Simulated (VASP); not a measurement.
Write the native input for VASP 6.6.1 that does the following.

* Task: single point
* Functional: r2SCAN
* Potentials or basis: VASP PAW PBE potentials, release 64 (Hf_pv, O)
* Cutoff: 520 eV
* k mesh: 6 × 6 × 8
* Occupations: gaussian, width 0.02 eV
* Spin: no spin polarisation
* Dipole correction: no
* Further INCAR settings: ALGO = Normal; EDIFF = 1e-06; NBANDS = 31

HfO2:

```
Hf O
1.0
     4.93497    0.00000    0.00000
     0.00000    4.93497    0.00000
     0.00000    0.00000    3.18264
Hf O
2 4
Direct
  0.00000 0.00000 0.00000
  0.50000 0.50000 0.50000
  0.19520 0.80480 0.50000
  0.30480 0.30480 0.00000
  0.69520 0.69520 0.00000
  0.80480 0.19520 0.50000
```

This cell differs from its parent crystal: biaxial strain in the a-b plane: +2.0 %, then relaxed in part.

These files were run (other wordings do the same):

POSCAR

```
HfO2
1.0
    4.9349677085      0.0000000000      0.0000000000
    0.0000000000      4.9349677085      0.0000000000
    0.0000000000      0.0000000000      3.1826373119
Hf O
2 4
Direct
    0.0000000000      0.0000000000      0.0000000000
    0.5000000000      0.5000000000      0.5000000000
    0.1951977744      0.8048022256      0.5000000000
    0.3048022256      0.3048022256      0.0000000000
    0.6951977744      0.6951977744      0.0000000000
    0.8048022256      0.1951977744      0.5000000000
```

INCAR.step1

```
SYSTEM = HfO2
PREC     = Accurate       ! precision mode
ENCUT    = 520            ! plane-wave cutoff, eV
ISMEAR   = 0              ! smearing method
SIGMA    = 0.02           ! smearing width, eV
LREAL    = .FALSE.        ! projectors in reciprocal space
LASPH    = .TRUE.         ! aspherical terms in the spheres
NELM     = 60             ! most SCF steps
NBANDS   = 31             ! bands
GGA      = PE             ! functional
ALGO     = Normal         ! electronic algorithm
EDIFF    = 1E-4           ! SCF threshold, eV
LWAVE    = .TRUE.         ! write WAVECAR
LCHARG   = .FALSE.        ! write CHGCAR
```

INCAR.step2

```
SYSTEM = HfO2
PREC     = Accurate       ! precision mode
ENCUT    = 520            ! plane-wave cutoff, eV
EDIFF    = 1E-6           ! SCF threshold, eV
ISMEAR   = 0              ! smearing method
SIGMA    = 0.02           ! smearing width, eV
LREAL    = .FALSE.        ! projectors in reciprocal space
LASPH    = .TRUE.         ! aspherical terms in the spheres
NELM     = 60             ! most SCF steps
ALGO     = Normal         ! electronic algorithm
ISIF     = 2              ! what is computed and relaxed
LWAVE    = .FALSE.        ! write WAVECAR
LCHARG   = .FALSE.        ! write CHGCAR
METAGGA  = R2SCAN         ! meta-GGA
LMIXTAU  = .TRUE.       
NBANDS   = 31             ! bands
ISTART   = 1
```

KPOINTS

```
Automatic mesh
0
G
  6 6 8
  0 0 0
```

Potentials or basis: VASP PAW PBE potentials, release 64 (Hf_pv, O).

The run is started by

```bash
$ cat potpaw_PBE.64/Hf_pv/POTCAR potpaw_PBE.64/O/POTCAR > POTCAR
$ cp INCAR.step1 INCAR
$ mpirun -np 1 vasp_std > vasp.out
$ cp INCAR.step2 INCAR
$ mpirun -np 1 vasp_std > vasp.out
```

Results of the run:

The pressure is -7.9 GPa, the largest force is 0.072 eV/Å and the band gap on the k mesh is 4.33 eV.

Caveat: the cell differs from its parent crystal (biaxial strain in the a-b plane: +2.0 %, then relaxed in part); the stress differs along the axes, from -10 to -4 GPa; the PAW data sets were made with another functional, which shifts forces and pressure a little; spin-orbit coupling is left out, which moves the levels of the heavy elements.

Wall time 9.1 min on 1 thread of Intel Xeon 8259CL, on a shared host, peak memory 0.26 GiB.
